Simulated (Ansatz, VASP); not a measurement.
## One calculation of C, two programs

POSCAR

```
C
1.0
   -2.1268362731     -1.2279462884      0.0110113261
    1.3968870171      0.0000000000     -3.5424027035
    5.6820653108     -8.5956240187      1.7381673734
C
10
Direct
    0.8333292192      0.1333206483      0.0666672544
    0.4333292192      0.2333206483      0.2666672544
    0.0333292192      0.3333206483      0.4666672544
    0.6333292192      0.4333206483      0.6666672544
    0.2333292192      0.5333206483      0.8666672544
    0.7666707808     -0.4333206483      0.9333327456
    0.3666707808      0.1666793517      0.1333327456
    0.9666707808      0.2666793517      0.3333327456
    0.5666707808      0.3666793517      0.5333327456
    0.1666707808      0.4666793517      0.7333327456
```

INCAR.step1

```
ALGO     = Normal         # electronic algorithm
EDIFF    = 1E-4           # SCF threshold, eV
ENCUT    = 520            # plane-wave cutoff, eV
GGA      = PE             # functional
ISMEAR   = 0              # smearing method
LASPH    = True           # aspherical terms in the spheres
LCHARG   = False          # write CHGCAR
LREAL    = False          # projectors in reciprocal space
LWAVE    = True           # write WAVECAR
NBANDS   = 31             # bands
NELM     = 60             # most SCF steps
PREC     = Accurate       # precision mode
SIGMA    = 0.05           # smearing width, eV
```

INCAR.step2

```
ALGO     = Normal         # electronic algorithm
EDIFF    = 1E-7           # SCF threshold, eV
ENCUT    = 520            # plane-wave cutoff, eV
ISIF     = 2              # what is computed and relaxed
ISMEAR   = 0              # smearing method
ISTART   = 1            
LASPH    = True           # aspherical terms in the spheres
LCHARG   = True           # write CHGCAR
LELF     = True           # ELF
LMIXTAU  = True         
LREAL    = False          # projectors in reciprocal space
LVHAR    = True         
LWAVE    = False          # write WAVECAR
METAGGA  = R2SCAN         # meta-GGA
NBANDS   = 31             # bands
NELM     = 60             # most SCF steps
PREC     = Accurate       # precision mode
SIGMA    = 0.05           # smearing width, eV
```

The input KPOINTS:

```
k-points
0
Gamma
  11 8 3
```

Input for Ansatz:

```yaml
crystal:
  lattice:
    - [-2.1268362731, -1.2279462884, 0.0110113261]
    - [1.3968870171, 0.0, -3.5424027035]
    - [5.6820653108, -8.5956240187, 1.7381673734]
  atoms:
    - { symbol: C, position: [0.8333292192, 0.1333206483, 0.0666672544] }
    - { symbol: C, position: [0.4333292192, 0.2333206483, 0.2666672544] }
    - { symbol: C, position: [0.0333292192, 0.3333206483, 0.4666672544] }
    - { symbol: C, position: [0.6333292192, 0.4333206483, 0.6666672544] }
    - { symbol: C, position: [0.2333292192, 0.5333206483, 0.8666672544] }
    - { symbol: C, position: [0.7666707808, -0.4333206483, 0.9333327456] }
    - { symbol: C, position: [0.3666707808, 0.1666793517, 0.1333327456] }
    - { symbol: C, position: [0.9666707808, 0.2666793517, 0.3333327456] }
    - { symbol: C, position: [0.5666707808, 0.3666793517, 0.5333327456] }
    - { symbol: C, position: [0.1666707808, 0.4666793517, 0.7333327456] }
basis:
  ecutwfc: 500
kpoints:
  mp_grid: { grid: [11, 8, 3] }
hamiltonian:
  xc: r2scan
scf:
  occupations: { method: gaussian, width: 0.05 }
output:
  forces: true
  stress: true
  eigenvalues: true
```

Alike in both runs: task single point; functional r2SCAN; k mesh 11 × 8 × 3; occupations gaussian, width 0.05 eV; no spin polarisation.

```csv
,VASP,Ansatz
version,VASP 6.6.1,Ansatz 0.2.0
potentials or method,"VASP PAW PBE potentials, release 64 (C), cutoff 520 eV","scalar-relativistic, plane waves, PAW"
valence electrons in the cell,40,40
```

|  | VASP | Ansatz | Ansatz less VASP |
| --- | --- | --- | --- |
| gap on the k mesh at the Fermi level (eV) | none | none | - |
| pressure (GPa) | -1.9 | -2.5 | -0.64 |
| traceless stress, the component that is largest in VASP (GPa) | 8.16 | 8.17 | +0.007 |
| rms of the force components (eV/Å) | 0.432 | 0.436 | +0.0042 |

VASP's potentials were made for PBE, not for r2SCAN. Atom by atom the forces differ by 0.018 eV/Å (rms over components). A gap of «none» marks a metal or a gap that the smearing closes. With one functional, cell and mesh, what is left measures potentials, basis and numerics.
